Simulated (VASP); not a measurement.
SiGe5: single point with PBE

SiGe5:

```
Si Ge
1.0
     5.49951    0.00000    0.00000
    -2.74976    4.76272    0.00000
     0.00000    0.00000    4.33910
Si Ge
1 5
Direct
  0.00000 0.00000 0.00000
  0.00000 0.50000 0.50000
  0.33333 0.66667 0.00000
  0.66667 0.33333 0.00000
  0.50000 0.00000 0.50000
  0.50000 0.50000 0.50000
```

| Item | Value |
| --- | --- |
| Program | VASP 6.6.1 |
| Task | single point |
| Functional | PBE |
| Potentials or basis | VASP PAW PBE potentials, release 64 (Si, Ge_d) |
| Cutoff | 520 eV |
| k mesh | 6 × 6 × 4 |
| Occupations | gaussian, width 0.1 eV |
| Spin | no spin polarisation |
| Dipole correction | no |
| Further INCAR settings | ALGO = Normal; EDIFF = 1e-06; NBANDS = 46 |

| Quantity | Value |
| --- | --- |
| Pressure | 8.2 GPa |
| Band gap on the k mesh | zero (band 37 reaches 7.71 eV, above the bottom of band 38 at 4.54 eV) |

Stress tensor (GPa, compression positive):
```
 5.63  0.00  0.00
 0.00  5.63  0.00
 0.00  0.00 13.46
```

Levels at points of the mesh, in eV from the Fermi level:
```tsv
k point	band 35	band 36	band 37	band 38	band 39	band 40
(0.00, 0.00, 0.00)	-1.21	-0.25	0.89	0.89	0.89	0.89
(0.50, 0.00, 0.00)	-1.62	-1.33	-0.76	0.27	0.55	0.56
(0.00, 0.00, 0.50)	-2.69	-2.69	-2.28	-2.28	-0.89	4.03
(0.50, 0.00, 0.50)	-0.27	0.00	0.19	0.84	1.04	1.17
```

It took 48 s on 1 thread of Intel(R) Xeon(R) 6975P-C (Granite Rapids), with other jobs on the host, peak memory 0.26 GiB.

Caveat: the k points lie up to 0.36 Å⁻¹ apart.
